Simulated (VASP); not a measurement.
Input of a VASP 6.6.1 run:

INCAR

```
SYSTEM = GaGe
ALGO     = Normal         ! electronic algorithm
EDIFF    = 1E-7           ! SCF threshold, eV
ENCUT    = 520            ! plane-wave cutoff, eV
ISIF     = 2              ! what is computed and relaxed
ISMEAR   = -1             ! smearing method
LASPH    = .TRUE.         ! aspherical terms in the spheres
LCHARG   = .FALSE.        ! write CHGCAR
LREAL    = .FALSE.        ! projectors in reciprocal space
LWAVE    = .FALSE.        ! write WAVECAR
NBANDS   = 20             ! bands
NELM     = 80             ! most SCF steps
PREC     = Accurate       ! precision mode
SIGMA    = 0.05           ! smearing width, eV
```

The input KPOINTS:

```
k-points
0
G
  8 8 8
  0 0 0
```

POSCAR

```
GaGe
1.0
    0.0000000000      2.9170355792      2.9170355792
    2.9170355792      0.0000000000      2.9170355792
    2.9170355792      2.9170355792      0.0000000000
Ge Ga
1 1
Direct
    0.0000000000      0.0000000000      0.0000000000
    0.2500000000      0.2500000000      0.2500000000
```

Potentials or basis: VASP PAW LDA potentials, release 64 (Ge_d, Ga_d).

Command:

```bash
$ cat potpaw_LDA.64/Ge_d/POTCAR potpaw_LDA.64/Ga_d/POTCAR > POTCAR
$ mpirun -np 1 vasp_std > vasp.out
```

Task: What does it give for the pressure?

Result: -4.8 GPa.
